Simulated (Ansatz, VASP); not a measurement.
BaTe: VASP beside Ansatz

```
Ba Te
1.0
     0.00000    3.53239    3.58290
     3.53239    0.00000    3.58290
     3.53239    3.53239    0.00000
Ba Te
1 1
Cartesian
  0.0000 0.0000 0.0000
  3.5324 3.5324 3.5829
```

Change from the starting cell: uniaxial_z strain +1.4%.

Alike in both runs: task single point; functional r2SCAN; k mesh 6 × 6 × 6; no spin polarisation.

|  | VASP | Ansatz |
| --- | --- | --- |
| version | VASP 6.6.1 | Ansatz 0.2.0 |
| potentials or method | VASP PAW PBE potentials, release 64 (Ba_sv, Te) | plane waves, PAW |
| plane-wave cutoff (eV) | 520 | 500 |
| occupations | gaussian, width 0.01 eV | fixed |
| valence electrons in the cell | 16 | 26 |

```csv
,VASP,Ansatz,Ansatz less VASP
gap on the k mesh at the Fermi level (eV),1.95,2.02,+0.071
pressure (GPa),-0.1,-0.4,-0.30
"traceless stress, the component that is largest in VASP (GPa)",-0.57,-0.54,+0.032
```

VASP's potentials were made for PBE, not for r2SCAN. VASP's potentials hold 16 valence electrons a cell and Ansatz's 26, so a difference there can come from the potentials and not from the codes.

Spin-orbit coupling is off throughout.
